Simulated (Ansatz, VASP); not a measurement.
## LiF in VASP and in Ansatz

Contents of INCAR:

```
SYSTEM = LiF
PREC = Accurate
ENCUT = 750
EDIFF = 1E-7
ISMEAR = 0
SIGMA = 0.05
LREAL = .False.
LASPH = .True.
NELM = 120
ALGO = Normal
ISIF = 3
LWAVE = .False.
LCHARG = .False.
GGA = PE
IBRION = 2
NSW = 60
EDIFFG = -0.01
GGA_COMPAT = .False.
NELMIN = 4
```

KPOINTS

```
regular mesh
0
Gamma
  8 8 8
  0 0 0
```

The input POSCAR:

```
LiF
1.0
    0.0000000000      1.9928000000      1.9928000000
    1.9928000000      0.0000000000      1.9928000000
    1.9928000000      1.9928000000      0.0000000000
Li F
1 1
Direct
    0.0000000000      0.0000000000      0.0000000000
    0.5000000000      0.5000000000      0.5000000000
```

Input for Ansatz:

```yaml
crystal:
  lattice:
    - [0.0, 1.9928, 1.9928]
    - [1.9928, 0.0, 1.9928]
    - [1.9928, 1.9928, 0.0]
  atoms:
    - { symbol: Li, position: [0.0, 0.0, 0.0] }
    - { symbol: F, position: [0.5, 0.5, 0.5] }
  symmetry: { tolerance: 0.0003 }
kpoints:
  mp_grid: { grid: [8, 8, 8], shift: [0, 0, 0] }
magnetization:
  spin_polarized: false
scf:
  occupations: { method: gaussian, width: 0.05 }
  lower_state_search: light
hamiltonian:
  pseudopotentials: { kind: paw }
  xc: pbe
basis:
  ecutwfc: 420
output:
  forces: true
  stress: true
  eigenvalues: true
relax:
  max_steps: 40
  cell: {}
```

Alike in both runs: task relaxation of cell and atoms; functional PBE; k mesh 8 × 8 × 8; occupations gaussian, width 0.05 eV; no spin polarisation.

|  | VASP | Ansatz |
| --- | --- | --- |
| version | VASP 6.6.1 | Ansatz 0.2.0 |
| potentials or method | VASP PAW PBE potentials, release 64 (Li_sv, F), cutoff 750 eV | PAW plane waves |
| valence electrons in the cell | 10 | 10 |

VASP gave:

```
gap on the k mesh at the Fermi level, each at its own relaxed structure (eV) : 8.92
relaxed volume (Å³/atom)                                                     : 8.32
relaxed length of the cell vector where the two differ most in proportion (Å)              : 2.866
```

Problem. Which values does Ansatz return?

Solution. gap on the k mesh at the Fermi level, each at its own relaxed structure (eV): 8.83; relaxed volume (Å³/atom): 8.41; relaxed length of the cell vector where the two differ most in proportion (Å): 2.876.
